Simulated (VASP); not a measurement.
Here is a VASP 6.6.1 calculation.

INCAR

```
PREC = Accurate
ENCUT = 600
EDIFF = 1E-6
ISMEAR = 0
SIGMA = 0.1
LREAL = False
LASPH = True
NELM = 100
ALGO = Normal
ISIF = 3
LWAVE = False
LCHARG = False
GGA = PE
IBRION = 2
NSW = 90
EDIFFG = -0.04
```

KPOINTS

```
Automatic mesh
0
Gamma
  6 6 4
```

POSCAR

```
HfHF3
1.0
    3.7220663000      0.0000000000      0.0000000000
    0.0000000000      3.7220663000      0.0000000000
    0.0000000000      0.0000000000      4.1830747400
Hf H F
1 1 3
Direct
    0.5000000000      0.5000000000      0.5000000000
    0.0000000000      0.0000000000      0.0000000000
    0.0000000000      0.0000000000      0.5000000000
    0.0000000000      0.5000000000      0.0000000000
    0.5000000000      0.0000000000      0.0000000000
```

Potentials or basis: VASP PAW PBE potentials, release 64 (Hf_pv, H, F).

Command:

```bash
$ cat potpaw_PBE.64/Hf_pv/POTCAR potpaw_PBE.64/H/POTCAR potpaw_PBE.64/F/POTCAR > POTCAR
$ mpirun -np 1 vasp_std > vasp.out
```

(1) What does it give for the relaxed cell?

(2) Predict the space group after relaxing (to 0.05 Å).

Answers

(1) a = 3.407 Å, b = 3.407 Å, c = 3.942 Å, α = 90.00°, β = 90.00°, γ = 90.00°.

(2) P4/mmm (No. 123).

Caveat: the k points lie up to 0.40 Å⁻¹ apart in the final cell.
